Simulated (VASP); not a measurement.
CaHg, 2 atoms in the cell. Symmetry: Pm-3m, No. 221, cubic system. The conventional cell has a = 3.755 Å, b = 3.755 Å, c = 3.755 Å, α = 90.00°, β = 90.00°, γ = 90.00°. Ca (site symmetry m-3m) has 8 Hg at 3.25 Å and 6 Ca at 3.75 Å within 4.3 Å. Hg (site symmetry m-3m) has 8 Ca at 3.25 Å and 6 Hg at 3.75 Å within 4.3 Å. 

- Program: VASP 6.6.1
- Task: relaxation of cell and atoms
- Functional: PBEsol
- Potentials or basis: VASP PAW PBE potentials, release 64 (Ca_sv, Hg)
- Cutoff: 600 eV
- k mesh: 12 × 12 × 12
- Occupations: fermi-dirac, width 0.1 eV
- Spin: no spin polarisation
- Dipole correction: no
- Further INCAR settings: ALGO = Normal; EDIFF = 1e-06; IBRION = 2; EDIFFG = -0.002; NSW = 100; ISIF = 3

Potentials or basis: VASP PAW PBE potentials, release 64 (Ca_sv, Hg).

Command:

```console
$ cat potpaw_PBE.64/Ca_sv/POTCAR potpaw_PBE.64/Hg/POTCAR > POTCAR
$ mpirun -np 1 vasp_std > vasp.out
```

Hardware: 1 thread of Intel Xeon 6975P-C, with other jobs on the host.

How long does it take, and how much memory?

Wall time 2.2 min on 1 thread of Intel Xeon 6975P-C, on a shared host, peak memory 0.25 GiB. Counts: scf iterations 27, k points 84, ion steps 3.
